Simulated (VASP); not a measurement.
CdS (Hawleyite):

```
Cd S
1.0
     0.00000    2.93921    2.93921
     2.93921    0.00000    2.93921
     2.93921    2.93921    0.00000
Cd S
1 1
Direct
  0.00000 0.00000 0.00000
  0.25000 0.25000 0.25000
```

Program: VASP 6.6.1. Alike in all runs: task single point; potentials or basis VASP PAW PBE potentials, release 64 (Cd, S); no spin polarisation; cell as given; k mesh 4 × 4 × 4; cutoff (eV) 520; smearing gaussian 0.01 eV. Hardware: 1 thread of AMD EPYC 7R13 Processor (Zen 3), on a shared host.

Problem. Order these runs on this cell by their wall time, lowest first.
A. level r2SCAN
B. level PBE
C. level HSE06; grid for exact exchange (PRECFOCK) Normal; screening parameter 0.2079 1/Å

Solution. B (9.4 s), A (30 s), C (390 s).

Caveats: all runs use coarse meshes.
